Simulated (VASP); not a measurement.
Write the native input for VASP 6.6.1 that does the following.

- Task: single point
- Functional: PBEsol
- Potentials or basis: VASP PAW PBE potentials, release 64 (Mo_sv)
- Cutoff: 520 eV
- k mesh: 8 × 8 × 8
- Occupations: gaussian, width 0.1 eV
- Spin: no spin polarisation
- Dipole correction: no
- Further INCAR settings: ALGO = Normal; EDIFF = 1e-07; NBANDS = 13

The structure of Mo lies in POSCAR:

```
Mo
1.0
   -1.5658765994      1.5658765994      1.5658765994
    1.5658765994     -1.5658765994      1.5658765994
    1.5658765994      1.5658765994     -1.5658765994
Mo
1
Direct
    0.0000000000      0.0000000000      0.0000000000
```

One way to write it, as run:

INCAR

```
SYSTEM = Mo
PREC = Accurate
ENCUT = 520
EDIFF = 1E-7
ISMEAR = 0
SIGMA = 0.1
LREAL = .FALSE.
LASPH = .TRUE.
NELM = 80
ALGO = Normal
ISIF = 2
LWAVE = .FALSE.
LCHARG = .FALSE.
GGA = PS
NBANDS = 13
```

KPOINTS

```
Automatic mesh
0
G
  8 8 8
  0 0 0
```

Potentials or basis: VASP PAW PBE potentials, release 64 (Mo_sv).

Run with:

```bash
$ cat potpaw_PBE.64/Mo_sv/POTCAR > POTCAR
$ mpirun -np 1 vasp_std > vasp.out
```

It gave:

```json
{"Pressure": "0.5 GPa", "Band gap on the k mesh": "zero (band 7 reaches 16.86 eV, above the bottom of band 8 at 11.35 eV)"}
```

Caveat: the PAW data sets were made with another functional, which shifts forces and pressure a little.

Run time: 2.8 s on 1 thread of Intel(R) Xeon(R) 6975P-C (Granite Rapids) (shared host), peak memory 0.12 GiB.
